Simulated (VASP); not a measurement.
RbGe: single point with LDA

The system is RbGe.

```
Rb Ge
1.0
     3.36538    0.00000    0.00000
    -1.68269    2.91451    0.00000
     0.00000    0.00000   12.26638
Rb Ge
2 2
Direct
  0.33333 0.66667 0.05386
  0.66667 0.33333 0.55386
  0.33333 0.66667 0.32114
  0.66667 0.33333 0.82114
```

```yaml
Program: VASP 6.6.1
Task: single point
Functional: LDA
Potentials_or_basis: VASP PAW LDA potentials, release 64 (Rb_sv, Ge_d)
Cutoff: 500 eV
k_mesh: 5 × 5 × 3
Occupations: fermi-dirac, width 0.1 eV
Spin: no spin polarisation
Dipole_correction: no
Further_INCAR_settings: ALGO = Normal; EDIFF = 1e-06; NBANDS = 31
```

```json
{
  "Pressure": "0.1 GPa",
  "Band gap on the k mesh": "zero (bands 23 and 24 overlap by 1.44 eV)"
}
```

Levels at points of the mesh, in eV from the Fermi level:
```csv
k point,band 20,band 21,band 22,band 23,band 24,band 25
"(0.00, 0.00, 0.00)",-8.89,-2.94,-1.29,-0.24,0.89,4.69
```

Wall time 98 s on 1 thread of Intel Xeon 8259CL (shared host), peak memory 0.21 GiB.

Caveat: the k points lie up to 0.43 Å⁻¹ apart, too coarse for converged energies and pressures of a metal.
